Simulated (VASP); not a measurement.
# RbHoBr4 (P6/mmm) in VASP: relaxation of cell and atoms with PBE

Aim: the relaxation of cell and atoms of RbHoBr4 with PBE.

All numbers are computed with VASP 6.6.1; they aren't measurements. Logs are shortened: lines on timing, memory, paths and dates and some standing lists are left out, and cuts for length are marked.

**1. The cell of the first run**

Symmetry: P6/mmm, No. 191, hexagonal system. Conventional cell: a = 5.247 Å, b = 5.247 Å, c = 8.143 Å, α = 90.00°, β = 90.00°, γ = 120.00°. Rb (site symmetry 6/mmm) has 12 Br at 3.88 Å and 2 Ho at 4.07 Å and 6 Rb at 5.25 Å within 5.3 Å. Ho (site symmetry 6/mmm) has 12 Br at 3.45 Å and 2 Rb at 4.07 Å within 4.5 Å. Within 4.0 Å of Br (site symmetry 3m) lie 4 Br at 3.03 to 3.30 Å and 3 Ho at 3.45 Å and 3 Rb at 3.88 Å.

The cell was generated, and may not be a known phase.

**2. Relaxation of cell and atoms, PBE**

INCAR reads:

```
ALGO     = Normal         # electronic algorithm
EDIFF    = 1E-7           # SCF threshold, eV
EDIFFG   = -0.01          # ionic threshold
ENCUT    = 500            # plane-wave cutoff, eV
GGA      = PE             # functional
GGA_COMPAT= F            
IBRION   = 2              # ionic algorithm
ISIF     = 3              # what is computed and relaxed
ISMEAR   = 0              # smearing method
LASPH    = T              # aspherical terms in the spheres
LCHARG   = F              # write CHGCAR
LMAXMIX  = 6              # l up to which the mixer works
LREAL    = F              # projectors in reciprocal space
LWAVE    = F              # write WAVECAR
NELM     = 200            # most SCF steps
NELMIN   = 4            
NSW      = 100            # ionic steps
PREC     = Accurate       # precision mode
SIGMA    = 0.01           # smearing width, eV
```

KPOINTS reads:

```
k-points
0
Gamma
  12 12 6
```

POSCAR reads:

```
RbHoBr4
1.0
    5.2473867173      0.0000000000      0.0000000000
   -2.6236933586      4.5443702006      0.0000000000
    0.0000000000      0.0000000000      8.1425360441
Rb Ho Br
1 1 4
Direct
    0.0000000000      0.0000000000      0.0000000000
    0.0000000000      0.0000000000      0.5000000000
    0.3333333333      0.6666666667      0.7027855721
    0.3333333333      0.6666666667      0.2972144279
    0.6666666667      0.3333333333      0.7027855721
    0.6666666667      0.3333333333      0.2972144279
```

Potentials or basis: VASP PAW PBE potentials, release 64 (Rb_sv, Ho_3, Br), 4f in core.

Command:

```
$ cat potpaw_PBE.64/Rb_sv/POTCAR potpaw_PBE.64/Ho_3/POTCAR potpaw_PBE.64/Br/POTCAR > POTCAR
$ mpirun -np 1 vasp_std > vasp.out
```

OUTCAR:

```text
EDIFF = 1E-7
   EDIFFG = -0.01
   ENCUT = 500
   GGA = PE
   IBRION = 2
   ISIF = 3
   ISMEAR = 0
   LASPH = T
   LREAL = F
   NELM = 200
   NELMIN = 4
   NSW = 100
   PREC = Accurate

 ion  position               nearest neighbor table
   1  0.000  0.000  0.000-   3 3.88   4 3.88   5 3.88   6 3.88   3 3.88   4 3.88   5 3.88   6 3.88
                             5 3.88   6 3.88   3 3.88   4 3.88   2 4.07   2 4.07
   2  0.000  0.000  0.500-   1 4.07   1 4.07
   3  0.333  0.667  0.703-   1 3.88   1 3.88   1 3.88
   4  0.333  0.667  0.297-   1 3.88   1 3.88   1 3.88
   5  0.667  0.333  0.703-   1 3.88   1 3.88   1 3.88
   6  0.667  0.333  0.297-   1 3.88   1 3.88   1 3.88

  LATTYP: Found a hexagonal cell.
 ALAT       =     5.2473867173
 C/A-ratio  =     1.5517316491

  Lattice vectors:

 A1 = (   5.2473867173,   0.0000000000,   0.0000000000)
 A2 = (  -2.6236933586,   4.5443702006,   0.0000000000)
 A3 = (   0.0000000000,   0.0000000000,   8.1425360441)

Analysis of symmetry for initial positions (statically):
=====================================================================
 Subroutine PRICEL returns:
 Original cell was already a primitive cell.

 Routine SETGRP: Setting up the symmetry group for a
 hexagonal supercell.

 Subroutine GETGRP returns: Found 24 space group operations
 (whereof 24 operations were pure point group operations)
 out of a pool of 24 trial point group operations.

The static configuration has the point symmetry D_6h.

Analysis of symmetry for dynamics (positions and initial velocities):
=====================================================================
 Subroutine PRICEL returns:
 Original cell was already a primitive cell.

 Routine SETGRP: Setting up the symmetry group for a
 hexagonal supercell.

 Subroutine GETGRP returns: Found 24 space group operations
 (whereof 24 operations were pure point group operations)
 out of a pool of 24 trial point group operations.

The dynamic configuration has the point symmetry D_6h.

 Subroutine INISYM returns: Found 24 space group operations
 (whereof 24 operations are pure point group operations),
 and found     1 'primitive' translations

----------------------------------------------------------------------------------------

                                     Primitive cell

  volume of cell :     194.1675

  direct lattice vectors                    reciprocal lattice vectors
     5.247386717  0.000000000  0.000000000     0.190571051  0.110026247  0.000000000
    -2.623693359  4.544370201  0.000000000     0.000000000  0.220052495  0.000000000
     0.000000000  0.000000000  8.142536044     0.000000000  0.000000000  0.122811860

  length of vectors
     5.247386717  5.247386717  8.142536044     0.220052495  0.220052495  0.122811860

  position of ions in fractional coordinates (direct lattice)
     0.000000000  0.000000000  0.000000000
     0.000000000  0.000000000  0.500000000
     0.333333333  0.666666667  0.702785572
     0.333333333  0.666666667  0.297214428
     0.666666667  0.333333333  0.702785572
     0.666666667  0.333333333  0.297214428

  ion indices of the primitive-cell ions
   primitive index   ion index
                 1           1
                 2           2
                 3           3
                 4           4
                 5           5
                 6           6

----------------------------------------------------------------------------------------

 KPOINTS: k-points

[... 75 lines left out ...]
   POTIM  = 0.5000    time-step for ionic-motion
   TEBEG  =    0.0;   TEEND  =   0.0 temperature during run
   PSTRESS=    0.0 pullay stress
   NELECT =      46.0000    total number of electrons
   NUPDOWN=      -1.0000    fix difference up-down
   EMIN   =  10.00;   EMAX   =-10.00  energy-range for DOS
   EFERMI =   0.00;   METHOD = LEGACY
   ISMEAR =     0;   SIGMA  =   0.01  broadening in eV -4-tet -1-fermi 0-gaus
   EFERMI_NEDOS =   21; number of points for ismear=-14 and -15
   IALGO  =     38    algorithm
   IMIX   =      4    mixing-type and parameters
     AMIX     =   0.40;   BMIX     =  1.00
     AMIX_MAG =   1.60;   BMIX_MAG =  1.00
  volume/ion in A,a.u.               =      32.36       218.38
  Fermi-wavevector in a.u.,A,eV,Ry     =   1.012983  1.914259 13.961395  1.026134
  Thomas-Fermi vector in A             =   2.146124
   LORBIT       =      0    0 simple, 1 ext, 2 COOP (PROOUT), +10 PAW based schemes
   GGA     = PE    functional components
   LHFCALC =     F    Hartree Fock is set to
   AEXX    =    0.0000 exact exchange contribution
   IVDW    =     0    specifies the selected vdW correction
   LEPSILON=     F    determine dielectric tensor
   LRPA    =     F    only Hartree local field effects (RPA)
 conjugate gradient relaxation of ions
 non-spin polarized calculation
 Gauss-broadening in eV      SIGMA  =   0.01
  energy-cutoff  :      500.00
  volume of cell :      194.17
 maximum number of plane-waves:      4974
 NGX is ok and might be reduce to    40
   NGX = 19   NGY = 19   NGZ = 29

--------------------------------------- Ionic step        1  -------------------------------------------

 number of electron      45.9999999 magnetization

 Free energy of the ion-electron system (eV)
  ---------------------------------------------------
  ext. energy  EPLUGINS =         0.00000000
  ---------------------------------------------------
  free energy    TOTEN  =       -17.91561865 eV

  energy without entropy =      -17.91561865  energy(sigma->0) =      -17.91561865

------------------------ aborting loop because EDIFF is reached ----------------------------------------

  FORCE on cell =-STRESS in cart. coord.  units (eV):
  Direction    XX          YY          ZZ          XY          YZ          ZX
  --------------------------------------------------------------------------------------
  -------------------------------------------------------------------------------------
  Total        0.0614474      0.0614474     -0.1427280      0.0000000     -0.0000000     -0.0000000
  in kB        0.5070349      0.5070349     -1.1777235      0.0000000     -0.0000000     -0.0000000
  external PRESSURE =      -0.0545512 kB  Pullay stress =       0.0000000 kB

 VOLUME and BASIS-vectors are now :
 -----------------------------------------------------------------------------
  energy-cutoff  :      500.00
  volume of cell :      194.17
      direct lattice vectors                 reciprocal lattice vectors
     5.247386717  0.000000000  0.000000000     0.190571051  0.110026247  0.000000000
    -2.623693359  4.544370201  0.000000000     0.000000000  0.220052495  0.000000000
     0.000000000  0.000000000  8.142536044     0.000000000  0.000000000  0.122811860

 POSITION                                       TOTAL-FORCE (eV/Angst)
 -----------------------------------------------------------------------------------
      0.00000      0.00000      0.00000        -0.000000      0.000000      0.000000
      0.00000      0.00000      4.07127        -0.000000      0.000000      0.000000
     -0.00000      3.02958      5.72246        -0.000000     -0.000000     -0.009352
     -0.00000      3.02958      2.42008        -0.000000     -0.000000      0.009352
      2.62369      1.51479      5.72246         0.000000      0.000000     -0.009352
      2.62369      1.51479      2.42008         0.000000      0.000000      0.009352
 -----------------------------------------------------------------------------------
    total drift:                                0.000000     -0.000000      0.000000

  FREE ENERGIE OF THE ION-ELECTRON SYSTEM (eV)
  ---------------------------------------------------
  free  energy   TOTEN  =       -17.9156186461 eV

  energy  without entropy=      -17.9156186461  energy(sigma->0) =      -17.91561865

--------------------------------------- Ionic step        2  -------------------------------------------

 number of electron      45.9999999 magnetization

 Free energy of the ion-electron system (eV)
  ---------------------------------------------------
  ext. energy  EPLUGINS =         0.00000000
  ---------------------------------------------------
  free energy    TOTEN  =       -17.91574278 eV

  energy without entropy =      -17.91574278  energy(sigma->0) =      -17.91574278

 E-fermi :   2.2290     XC(G=0):  -8.3816

 val. band max:        2.1852831037   @ k =   0.3333   0.3333   0.0000
 cond. band min:       2.2795078304   @ k =   0.0000   0.0000   0.0000
 fundamental gap:      0.0942247267
 Fermi energy:         2.2289929738

 k-point     1 :       0.0000    0.0000    0.0000
  band No.  band energies     occupation
      1     -25.2147      2.00000
      2     -24.4791      2.00000
      3     -24.2708      2.00000
      4     -24.2708      2.00000
      5     -13.4506      2.00000
      6     -13.0866      2.00000
[... 709 lines left out ...]
     26       4.1985      0.00000
     27       4.2469      0.00000

 [... further k-points ...]

------------------------ aborting loop because EDIFF is reached ----------------------------------------

  FORCE on cell =-STRESS in cart. coord.  units (eV):
  Direction    XX          YY          ZZ          XY          YZ          ZX
  --------------------------------------------------------------------------------------
  -------------------------------------------------------------------------------------
  Total       -0.0170468     -0.0170468     -0.0267306     -0.0000000     -0.0000000      0.0000000
  in kB       -0.1406842     -0.1406842     -0.2206037     -0.0000000     -0.0000000      0.0000000
  external PRESSURE =      -0.1673241 kB  Pullay stress =       0.0000000 kB

 VOLUME and BASIS-vectors are now :
 -----------------------------------------------------------------------------
  energy-cutoff  :      500.00
  volume of cell :      194.14
      direct lattice vectors                 reciprocal lattice vectors
     5.249979265  0.000000000 -0.000000000     0.190476943  0.109971914 -0.000000000
    -2.624989633  4.546615413  0.000000000    -0.000000000  0.219943828  0.000000000
     0.000000000 -0.000000000  8.133191700     0.000000000 -0.000000000  0.122952961

 POSITION                                       TOTAL-FORCE (eV/Angst)
 -----------------------------------------------------------------------------------
      5.24998      0.00000     -0.00000         0.000000     -0.000000     -0.000000
      5.24998      0.00000      4.06660         0.000000     -0.000000     -0.000000
     -0.00000      3.03108      5.71544         0.000000     -0.000000      0.003053
     -0.00000      3.03108      2.41775        -0.000000      0.000000     -0.003053
      2.62499      1.51554      5.71544         0.000000     -0.000000      0.003053
      2.62499      1.51554      2.41775        -0.000000      0.000000     -0.003053
 -----------------------------------------------------------------------------------
    total drift:                                0.000000     -0.000000     -0.000000

  FREE ENERGIE OF THE ION-ELECTRON SYSTEM (eV)
  ---------------------------------------------------
  free  energy   TOTEN  =       -17.9157427804 eV

  energy  without entropy=      -17.9157427804  energy(sigma->0) =      -17.91574278

 reached required accuracy - stopping structural energy minimisation
```

Run time: 10 min. Hardware: 1 thread of Intel Xeon Platinum 8259CL at 2.50GHz (Skylake/Cascade Lake), shared host; peak memory 0.57 GiB.

What came out:

| Quantity | Value |
| --- | --- |
| Free energy | -17.9157 eV |
| Relaxed volume | 32.36 Å³/atom |
| Relaxed cell | a = 5.250 Å, b = 5.250 Å, c = 8.133 Å, α = 90.00°, β = 90.00°, γ = 120.00° |
| Space group after relaxing (to 0.1 Å) | P6/mmm (No. 191) |
| Energy gained by relaxing | 0.0 meV/atom |
| Ionic steps | 2 |
| Pressure after relaxing | 0.0 GPa |
| Largest force after relaxing | 0.003 eV/Å |
| Band gap on the k mesh | 0.09 eV (least direct gap 0.56 eV) |

Forces in eV/Å, atoms in the order of the input:
```
Rb   0.000  0.000  0.000
Ho   0.000  0.000  0.000
Br   0.000  0.000  0.003
Br   0.000  0.000 -0.003
Br   0.000  0.000  0.003
Br   0.000  0.000 -0.003
```

The path:
```
step  energy change (eV)  largest force (eV/Å)  pressure (GPa)  volume (Å³)
   1              0.0000                0.0094           -0.01       194.17
   2             -0.0001                0.0031           -0.02       194.14
```

Final structure:
```cif
data_structure
_symmetry_space_group_name_H-M 'P 1'
_symmetry_Int_Tables_number 1
_cell_length_a 5.2500
_cell_length_b 5.2500
_cell_length_c 8.1332
_cell_angle_alpha 90.000
_cell_angle_beta 90.000
_cell_angle_gamma 120.000
_cell_volume 194.14
loop_
_atom_site_label
_atom_site_type_symbol
_atom_site_fract_x
_atom_site_fract_y
_atom_site_fract_z
_atom_site_occupancy
Rb1 Rb 0.00000 0.00000 0.00000 1
Ho1 Ho 0.00000 0.00000 0.50000 1
Br1 Br 0.33333 0.66667 0.70273 1
Br2 Br 0.33333 0.66667 0.29727 1
Br3 Br 0.66667 0.33333 0.70273 1
Br4 Br 0.66667 0.33333 0.29727 1
```

Levels at points of the mesh, in eV from the valence-band top:
| k point | band 19 | band 20 | band 21 | band 22 | band 23 | band 24 | band 25 | band 26 | band 27 |
| --- | --- | --- | --- | --- | --- | --- | --- | --- | --- |
| (0.00, 0.00, 0.00) | -2.09 | -2.09 | -1.88 | -1.88 | -0.88 | 0.09 | 1.67 | 1.74 | 1.74 |
| (0.50, 0.00, 0.00) | -1.81 | -1.61 | -1.46 | -1.20 | -0.46 | 0.74 | 1.65 | 1.80 | 1.86 |
| (0.00, 0.00, 0.50) | -2.03 | -2.03 | -1.93 | -1.93 | -1.07 | 0.50 | 1.81 | 1.81 | 2.35 |
| (0.50, 0.00, 0.50) | -1.81 | -1.80 | -1.61 | -1.18 | -0.48 | 1.00 | 1.73 | 1.78 | 1.87 |

Caveat: spin-orbit coupling is left out, which moves the levels of the heavy elements; the 4f electrons are frozen in the core, so they carry no moment and show no levels. Spin polarisation is off, so any magnetic state and its effect on volume and gap are missing.
